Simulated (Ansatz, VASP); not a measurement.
# Pd: VASP beside Ansatz

```
Pd
1.0
     2.85104    0.00000    0.00000
    -1.42552    2.46908    0.00000
     0.00000    0.00000    9.42907
Pd
4
Direct
  0.00000 0.00000 0.00000
  0.00000 0.00000 0.50000
  0.33333 0.66667 0.25000
  0.66667 0.33333 0.75000
```

Alike in both runs: task single point; functional PBE; k mesh 15 × 15 × 4; occupations fermi-dirac, width 0.05 eV; collinear spin.

```csv
,VASP,Ansatz
version,VASP 6.6.1,Ansatz 0.2.0
potentials or method,"VASP PAW PBE potentials, release 64 (Pd), cutoff 520 eV","plane waves (420 eV) with PAW, scalar-relativistic"
valence electrons in the cell,40,72
```

Ansatz gave:

| Quantity | Value |
| --- | --- |
| pressure (GPa) | -10.2 |
| traceless stress, the component that is largest in VASP (GPa) | -0.29 |
| net moment per atom (μB) | 0.35 |
| size of the moment on the site where the two differ most (μB) | 0.37 |

Question: Which values does VASP return?

Answer: Pressure (GPa): -10.3; traceless stress, the component that is largest in VASP (GPa): -0.30; net moment per atom (μB): 0.35; size of the moment on the site where the two differ most (μB): 0.36.

Site moments also hang on the region over which each program counts them. VASP's potentials hold 40 valence electrons a cell and Ansatz's 72, so a difference there can come from the potentials and not from the codes.
